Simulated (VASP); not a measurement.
# HC20 in VASP: further runs

HC20 is run at these levels: PBE; tasks: single point.

Everything below comes from runs of VASP 6.6.1. Logs are shortened: lines on timing, memory, paths and dates and some standing lists are left out, and cuts for length are marked.

**1. The cell of the first run**

The cell holds a wire or tube with vacuum around it, 21 atoms: a = 8.544 Å, b = 8.872 Å, c = 20.279 Å, α = 90.00°, β = 90.00°, γ = 103.93°.

**2. Single point, PBE**

File INCAR:

```
SYSTEM = HC20
  ALGO = Normal
  DIPOL = 0.5 0.5 0.323
  EDIFF = 1E-7
  ENCUT = 520
  GGA = PE
  IDIPOL = 3
  ISIF = 2
  ISMEAR = 0
  LASPH = .True.
  LCHARG = .False.
  LDIPOL = .True.
  LREAL = Auto
  LWAVE = .False.
  NBANDS = 56
  NELM = 60
  PREC = Accurate
  SIGMA = 0.1
```

File KPOINTS:

```
k-points
0
Gamma
  4 3 1
  0 0 0
```

File POSCAR:

```
HC20
1.0
    8.5436715405      0.0000000000      0.0000000000
   -2.1359178851      8.6110540208      0.0000000000
    0.0000000000      0.0000000000     20.2788032239
C H
20 1
Direct
    0.0782061927      0.9794914374      0.1972502990
    0.5782061927      0.9794914374      0.1972502990
    0.4115395260      0.9794914374      0.1972502990
    0.9115395260      0.9794914374      0.1972502990
    0.3230790521      0.9589828748      0.2574344206
    0.8230790520      0.9589828748      0.2574344206
    0.1564123854      0.9589828748      0.2574344206
    0.6564123854      0.9589828748      0.2574344206
    0.0669022322      0.9383832545      0.3175270258
    0.5669022322      0.9383832545      0.3175270258
    0.4022890672      0.9383830569      0.3175270292
    0.9022890672      0.9383830569      0.3175270292
    0.3111132839      0.9176696404      0.3778998177
    0.8111132839      0.9176696404      0.3778998177
    0.1477212297      0.9176696493      0.3778997293
    0.6477212297      0.9176696493      0.3778997293
    0.0473700365      0.8987970040      0.4329048735
    0.5473700365      0.8987970040      0.4329048735
    0.4020265048      0.8987962851      0.4329053903
    0.9020265048      0.8987962851      0.4329053903
    0.0473700365      1.6487970040      0.4572357219
```

Potentials or basis: VASP PAW PBE potentials, release 64 (C, H).

Launch:

```
cat potpaw_PBE.64/C/POTCAR potpaw_PBE.64/H/POTCAR > POTCAR
mpirun -np 1 vasp_std > vasp.out
```

OUTCAR:

```text
SYSTEM = HC20
   EDIFF = 1E-7
   ENCUT = 520
   GGA = PE
   ISIF = 2
   ISMEAR = 0
   LASPH = .True.
   LREAL = Auto
   NELM = 60
   PREC = Accurate

 ion  position               nearest neighbor table
   1  0.078  0.979  0.197-   4 1.42   7 1.42
   2  0.578  0.979  0.197-   3 1.42   8 1.42
   3  0.412  0.979  0.197-   2 1.42   5 1.42
   4  0.912  0.979  0.197-   1 1.42   6 1.42
   5  0.323  0.959  0.257-   7 1.42   3 1.42  11 1.43
   6  0.823  0.959  0.257-   8 1.42   4 1.42  12 1.43
   7  0.156  0.959  0.257-   5 1.42   1 1.42   9 1.43
   8  0.656  0.959  0.257-   6 1.42   2 1.42  10 1.43
   9  0.067  0.938  0.318-  12 1.41   7 1.43  15 1.44
  10  0.567  0.938  0.318-  11 1.41   8 1.43  16 1.44
  11  0.402  0.938  0.318-  10 1.41   5 1.43  13 1.44
  12  0.902  0.938  0.318-   9 1.41   6 1.43  14 1.44
  13  0.311  0.918  0.378-  19 1.39  15 1.40  11 1.44
  14  0.811  0.918  0.378-  20 1.39  16 1.40  12 1.44
  15  0.148  0.918  0.378-  17 1.39  13 1.40   9 1.44
  16  0.648  0.918  0.378-  18 1.39  14 1.40  10 1.44
  17  0.047  0.899  0.433-  20 1.24  15 1.39
  18  0.547  0.899  0.433-  19 1.24  16 1.39
  19  0.402  0.899  0.433-  18 1.24  13 1.39
  20  0.902  0.899  0.433-  17 1.24  14 1.39
  21  0.047  0.649  0.457-

  LATTYP: Found a simple monoclinic cell.
 ALAT       =     8.5436715405
 B/A-ratio  =     2.3735466805
 C/A-ratio  =     1.0384295166
 COS(beta)  =    -0.2407481644

  Lattice vectors:

 A1 = (   8.5436715405,   0.0000000000,   0.0000000000)
 A2 = (   0.0000000000,   0.0000000000, -20.2788032239)
 A3 = (  -2.1359178851,   8.6110540208,   0.0000000000)

Analysis of symmetry for initial positions (statically):
=====================================================================
 Subroutine PRICEL returns:
 Original cell was already a primitive cell.

 Routine SETGRP: Setting up the symmetry group for a
 simple monoclinic supercell.

 Subroutine GETGRP returns: Found  1 space group operations
 (whereof  1 operations were pure point group operations)
 out of a pool of  4 trial point group operations.

The static configuration has the point symmetry C_1 .

Analysis of symmetry for dynamics (positions and initial velocities):
=====================================================================
 Subroutine PRICEL returns:
 Original cell was already a primitive cell.

 Routine SETGRP: Setting up the symmetry group for a
 simple monoclinic supercell.

 Subroutine GETGRP returns: Found  1 space group operations
 (whereof  1 operations were pure point group operations)
 out of a pool of  4 trial point group operations.

The dynamic configuration has the point symmetry C_1 .

 Subroutine INISYM returns: Found  1 space group operations
 (whereof  1 operations are pure point group operations),
 and found     1 'primitive' translations

----------------------------------------------------------------------------------------

                                     Primitive cell

  volume of cell :    1491.9119

  direct lattice vectors                    reciprocal lattice vectors
     8.543671541  0.000000000  0.000000000     0.117045698  0.029032451  0.000000000
    -2.135917885  8.611054021  0.000000000     0.000000000  0.116129802  0.000000000
     0.000000000  0.000000000 20.278803224     0.000000000  0.000000000  0.049312575

  length of vectors
     8.543671541  8.872000708 20.278803224     0.120592614  0.116129802  0.049312575

  position of ions in fractional coordinates (direct lattice)
     0.078206193  0.979491437  0.197250299
     0.578206193  0.979491437  0.197250299
     0.411539526  0.979491437  0.197250299
     0.911539526  0.979491437  0.197250299
     0.323079052  0.958982875  0.257434421
     0.823079052  0.958982875  0.257434421
[... 13 lines left out ...]
     0.902026505  0.898796285  0.432905390
     0.047370036  0.648797004  0.457235722

  ion indices of the primitive-cell ions
   primitive index   ion index
                 1           1
                 2           2
                 3           3
                 4           4
                 5           5
                 6           6
[... 13 lines left out ...]
                20          20
                21          21

----------------------------------------------------------------------------------------

 KPOINTS: k-points

Automatic generation of k-mesh.
 Grid dimensions read from file:
 generate k-points for:    4    3    1

 Generating k-lattice:

  Cartesian coordinates                     Fractional coordinates (reciprocal lattice)
     0.029261425  0.007258113  0.000000000     0.250000000  0.000000000  0.000000000
     0.000000000  0.038709934  0.000000000     0.000000000  0.333333333  0.000000000
     0.000000000  0.000000000  0.049312575     0.000000000  0.000000000  1.000000000

  Length of vectors
     0.030148154  0.038709934  0.049312575

  Shift w.r.t. Gamma in fractional coordinates (k-lattice)
     0.000000000  0.000000000  0.000000000

 Subroutine IBZKPT returns following result:
 ===========================================

 Found      7 irreducible k-points:

 Following reciprocal coordinates:
            Coordinates               Weight
  0.000000  0.000000  0.000000      1.000000
  0.250000  0.000000  0.000000      2.000000
  0.500000  0.000000  0.000000      1.000000
  0.000000  0.333333  0.000000      2.000000
  0.250000  0.333333  0.000000      2.000000
  0.500000  0.333333  0.000000      2.000000
 -0.250000  0.333333  0.000000      2.000000
   k-points           NKPTS =      7   k-points in BZ     NKDIM =      7   number of bands    NBANDS=     56
   number of dos      NEDOS =    301   number of ions     NIONS =     21
   total plane-waves  NPLWV = 716800
   dimension x,y,z NGX =    64 NGY =   70 NGZ =  160
   dimension x,y,z NGXF=   128 NGYF=  140 NGZF=  320
   ions per type =              20   1
   NGX,Y,Z   is equivalent  to a cutoff of  12.45, 13.12, 13.12 a.u.
   NGXF,Y,Z  is equivalent  to a cutoff of  24.91, 26.23, 26.23 a.u.
 SYSTEM =  HC20
   PREC   = accura    normal or accurate (medium, high low for compatibility)
   ISTART =      0    job   : 0-new  1-cont  2-samecut
   ICHARG =      2    charge: 1-file 2-atom 10-const
   ISPIN  =      1    spin polarized calculation?
   LNONCOLLINEAR =      F non collinear calculations
   LSORBIT =      F    spin-orbit coupling
   LASPH  =      T    aspherical Exc in radial PAW
   ENCUT  =  520.0 eV  38.22 Ry    6.18 a.u.  15.89 16.50 37.71*2*pi/ulx,y,z
   NELM   =     60;   NELMIN=  2; NELMDL= -5     # of ELM steps
   EDIFF  = 0.1E-06   stopping-criterion for ELM
   LREAL  =      T    real-space projection
   EDIFFG = 0.1E-05   stopping-criterion for IOM
   NSW    =      0    number of steps for IOM
   IBRION =     -1    ionic relax: 0-MD 1-quasi-New 2-CG
   NFREE  =      0    steps in history (QN), initial steepest desc. (CG)
   ISIF   =      2    stress and relaxation
   ISYM   =      2    0-nonsym 1-usesym 2-fastsym
   POTIM  = 0.5000    time-step for ionic-motion
   TEBEG  =    0.0;   TEEND  =   0.0 temperature during run
   PSTRESS=    0.0 pullay stress
   NELECT =      81.0000    total number of electrons
   NUPDOWN=      -1.0000    fix difference up-down
   EMIN   =  10.00;   EMAX   =-10.00  energy-range for DOS
   EFERMI =   0.00;   METHOD = LEGACY
   ISMEAR =     0;   SIGMA  =   0.10  broadening in eV -4-tet -1-fermi 0-gaus
   EFERMI_NEDOS =   21; number of points for ismear=-14 and -15
   IALGO  =     38    algorithm
   IMIX   =      4    mixing-type and parameters
     AMIX     =   0.40;   BMIX     =  1.00
     AMIX_MAG =   1.60;   BMIX_MAG =  1.00
  volume/ion in A,a.u.               =      71.04       479.42
  Fermi-wavevector in a.u.,A,eV,Ry     =   0.619901  1.171442  5.228404  0.384277
  Thomas-Fermi vector in A             =   1.678862
   LORBIT       =      0    0 simple, 1 ext, 2 COOP (PROOUT), +10 PAW based schemes
   GGA     = PE    functional components
   LHFCALC =     F    Hartree Fock is set to
   AEXX    =    0.0000 exact exchange contribution
   IVDW    =     0    specifies the selected vdW correction
   LEPSILON=     F    determine dielectric tensor
   LRPA    =     F    only Hartree local field effects (RPA)
 non-spin polarized calculation
 Gauss-broadening in eV      SIGMA  =   0.10
  energy-cutoff  :      520.00
  volume of cell :     1491.91
 maximum number of plane-waves:     40207
   NGX = 31   NGY = 33   NGZ = 75

 dipolmoment           0.000000      0.000000      0.153907 electrons x Angstroem

 number of electron      80.9999999 magnetization

 dipolmoment           0.000000      0.000000     -0.146367 electrons x Angstroem

 Free energy of the ion-electron system (eV)
  ---------------------------------------------------
  ext. energy  EPLUGINS =         0.00000000
  ---------------------------------------------------
  free energy    TOTEN  =      -165.89863522 eV

  energy without entropy =     -165.84259840  energy(sigma->0) =     -165.87061681

 E-fermi :  -4.7021     XC(G=0):  -2.0746

 val. band max:       -4.7107928174   @ k =  -0.2500   0.3333   0.0000
 cond. band min:      -4.6989184796   @ k =   0.5000   0.0000   0.0000
 fundamental gap:      0.0118743378
 Fermi energy:        -4.7020801125

 k-point     1 :       0.0000    0.0000    0.0000
  band No.  band energies     occupation
      1     -23.1394      2.00000
      2     -21.8511      2.00000
      3     -21.5759      2.00000
      4     -21.3372      2.00000
      5     -20.1637      2.00000
      6     -19.7333      2.00000
[... 44 lines left out ...]
     51      -0.0626      0.00000
     52       0.6804      0.00000

 k-point     2 :       0.2500    0.0000    0.0000
  band No.  band energies     occupation
      1     -23.0498      2.00000
      2     -22.3424      2.00000
      3     -21.2549      2.00000
      4     -20.9589      2.00000
      5     -20.5186      2.00000
      6     -19.2073      2.00000
[... 267 lines left out ...]
 k-point     7 :      -0.2500    0.3333    0.0000
  band No.  band energies     occupation
      1     -23.0498      2.00000
      2     -22.3424      2.00000
      3     -21.2549      2.00000
      4     -20.9589      2.00000
      5     -20.5186      2.00000
      6     -19.2073      2.00000
[... 44 lines left out ...]
     51       0.2404      0.00000
     52       0.8248      0.00000
 [bands above 52 left out]

------------------------ aborting loop because EDIFF is reached ----------------------------------------

 vacuum level on the upper side and lower side of the slab       (xc-potential included)        -0.206         0.144

  FORCE on cell =-STRESS in cart. coord.  units (eV):
  Direction    XX          YY          ZZ          XY          YZ          ZX
  --------------------------------------------------------------------------------------
  -------------------------------------------------------------------------------------
  Total       -1.3803838     -2.2563143     -4.5790770      0.3134034      0.6201504     -0.8787945
  in kB       -1.4824063     -2.4230758     -4.9175111      0.3365667      0.6659850     -0.9437451
  external PRESSURE =      -2.9409977 kB  Pullay stress =       0.0000000 kB

 VOLUME and BASIS-vectors are now :
 -----------------------------------------------------------------------------
  energy-cutoff  :      520.00
  volume of cell :     1491.91
      direct lattice vectors                 reciprocal lattice vectors
     8.543671541  0.000000000  0.000000000     0.117045698  0.029032451  0.000000000
    -2.135917885  8.611054021  0.000000000     0.000000000  0.116129802  0.000000000
     0.000000000  0.000000000 20.278803224     0.000000000  0.000000000  0.049312575

 POSITION                                       TOTAL-FORCE (eV/Angst)
 -----------------------------------------------------------------------------------
     -1.42395      8.43445      4.00000        -6.824647     -0.097155      1.096001
      2.84789      8.43445      4.00000        -6.849604     -0.158989      1.147598
      1.42395      8.43445      4.00000         6.870043     -0.183817      1.122314
      5.69578      8.43445      4.00000         6.897627     -0.224887      1.079933
      0.71197      8.25785      5.22046        -0.438440      0.178273     -1.107237
      4.98381      8.25785      5.22046        -0.359691      0.185470     -1.014568
[... 13 lines left out ...]
      5.78686      7.73958      8.77880        -1.661360      0.029615     -0.037656
     -0.98106      5.58683      9.27219        -0.087173      0.976926      0.005680
 -----------------------------------------------------------------------------------
    total drift:                               -0.035528     -0.003409     -0.017421

  FREE ENERGIE OF THE ION-ELECTRON SYSTEM (eV)
  ---------------------------------------------------
  free  energy   TOTEN  =      -165.8986352163 eV

  energy  without entropy=     -165.8425984023  energy(sigma->0) =     -165.87061681

 vacuum level on the upper side and lower side of the slab         1.060         1.419
```

It took 27 min on 1 thread of Intel Xeon Platinum 8259CL at 2.50GHz (Skylake/Cascade Lake), shared host; peak memory 1.4 GiB.

What came out:

* Free energy: -165.8986 eV
* Largest force: 6.985 eV/Å
* Band gap on the k mesh: zero (an odd number of electrons rules out a gap without spin polarisation)

Forces on the atoms (eV/Å):
```
C   -6.825 -0.097  1.096
C   -6.850 -0.159  1.148
C    6.870 -0.184  1.122
C    6.898 -0.225  1.080
C   -0.438  0.178 -1.107
C   -0.360  0.185 -1.015
C    0.446  0.155 -1.199
C    0.388  0.173 -1.183
C    0.097  0.082  0.082
C   -0.015  0.000 -0.005
C   -0.001 -0.005 -0.024
C   -0.017 -0.080 -0.241
C   -0.184  0.024  0.018
C    0.207  0.113  0.199
C    0.173  0.321 -0.516
C   -0.037  0.076  0.013
C    1.379 -1.458  0.453
C    0.143  0.004  0.115
C   -0.126 -0.111 -0.003
C   -1.661  0.030 -0.038
H   -0.087  0.977  0.006
```

Levels at points of the mesh, in eV from the Fermi level:
| k point | band 37 | band 38 | band 39 | band 40 | band 41 | band 42 | band 43 | band 44 |
| --- | --- | --- | --- | --- | --- | --- | --- | --- |
| (0.00, 0.00, 0.00) | -1.23 | -0.95 | -0.87 | -0.23 | 0.01 | 0.61 | 1.08 | 1.20 |
| (0.50, 0.00, 0.00) | -1.18 | -1.14 | -1.14 | -1.13 | 0.00 | 0.63 | 0.70 | 1.66 |

Caveat: an odd number of electrons without spin polarisation forces a metal; a magnetic or distorted state may lie lower.

**3. Single point, PBE**

File INCAR:

```
SYSTEM = HC20
ALGO = Normal
DIPOL = 0.5 0.5 0.320
EDIFF = 1E-7
ENCUT = 520
GGA = PE
IDIPOL = 3
ISIF = 2
ISMEAR = 0
LASPH = .True.
LCHARG = .False.
LDIPOL = .True.
LREAL = Auto
LWAVE = .False.
NBANDS = 56
NELM = 100
PREC = Accurate
SIGMA = 0.1
```

KPOINTS is that of step 2.

Edit POSCAR of step 2 so:

```diff
@@ -28,2 +28,2 @@
     0.9020265048      0.8987962851      0.4329053903
-    0.0473700365      1.6487970040      0.4572357219
+    0.1723700365      1.3987970040      0.3878267316
```

Potentials or basis: VASP PAW PBE potentials, release 64 (C, H).

Launch:

```
cat potpaw_PBE.64/C/POTCAR potpaw_PBE.64/H/POTCAR > POTCAR
mpirun -np 1 vasp_std > vasp.out
```

Run time: 28 min. Hardware: 1 thread of Intel Xeon Platinum 8259CL at 2.50GHz (Skylake/Cascade Lake), shared host; peak memory 1.3 GiB.

Results (log left out):

| Quantity | Value |
| --- | --- |
| Free energy | -165.4803 eV |
| Largest force | 7.042 eV/Å |
| Band gap on the k mesh | zero (an odd number of electrons rules out a gap without spin polarisation) |

Forces in eV/Å, atoms in the order of the input:
```
C   -6.944 -0.165  1.155
C   -6.941 -0.163  1.150
C    6.942 -0.167  1.158
C    6.944 -0.166  1.156
C   -0.460  0.166 -1.161
C   -0.453  0.166 -1.162
C    0.464  0.166 -1.165
C    0.464  0.166 -1.170
C   -0.042  0.010 -0.014
C   -0.045  0.007 -0.019
C    0.044  0.004 -0.018
C    0.050  0.006 -0.020
C   -0.085 -0.013  0.036
C   -0.069 -0.007  0.033
C    0.071 -0.004  0.040
C    0.068 -0.005  0.039
C   -0.080  0.006 -0.020
C   -0.076  0.001 -0.001
C    0.073 -0.002 -0.015
C    0.074 -0.002  0.001
H    0.002 -0.005 -0.004
```

Levels at points of the mesh, in eV from the Fermi level:
```tsv
k point	band 39	band 40	band 41	band 42	band 43	band 44
(0.00, 0.00, 0.00)	-0.81	-0.07	-0.02	0.66	1.08	1.19
(0.50, 0.00, 0.00)	-1.05	-1.05	-0.01	0.68	0.68	1.71
```

Caveat: an odd number of electrons without spin polarisation forces a metal; a magnetic or distorted state may lie lower.

(Continued in part 2 of 2.)

The gap in the log of VASP goes by the Fermi energy; the results here count the filled bands.